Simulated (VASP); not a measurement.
PbO:

```xyz
2
Lattice="3.5679 0.0000 0.0000 -1.7839 3.0899 0.0000 0.0000 0.0000 3.2951" Properties=species:S:1:pos:R:3 pbc="T T T"
Pb    0.0000    0.0000    0.0000
O     1.7839    1.0300    1.6476
```

Base run:

| Property | Result |
| --- | --- |
| Program | VASP 6.6.1 |
| Functional | PBE |
| Potentials or basis | VASP PAW PBE potentials, release 64 (Pb_d, O) |
| Cutoff | 520 eV |
| k mesh | 12 × 12 × 10 |
| Occupations | gaussian, width 0.05 eV |
| Spin | no spin polarisation |

Its results: band gap on the k mesh zero (bands 10 and 11 overlap by 0.02 eV); pressure -0.1 GPa.

Question: The run is repeated on the same cell with these changes: functional from PBE to LDA; potentials or basis from VASP PAW PBE potentials, release 64 (Pb_d, O) to VASP PAW LDA potentials, release 64 (Pb_d, O). What comes out?

Answer: Band gap on the k mesh zero (bands 10 and 11 overlap by 0.08 eV); pressure -7.3 GPa.

Caveats: semilocal functionals underestimate gaps, and a narrow one can read as zero; spin-orbit coupling is left out, which moves the levels of the heavy elements; the cell stands under tension (at least some runs).
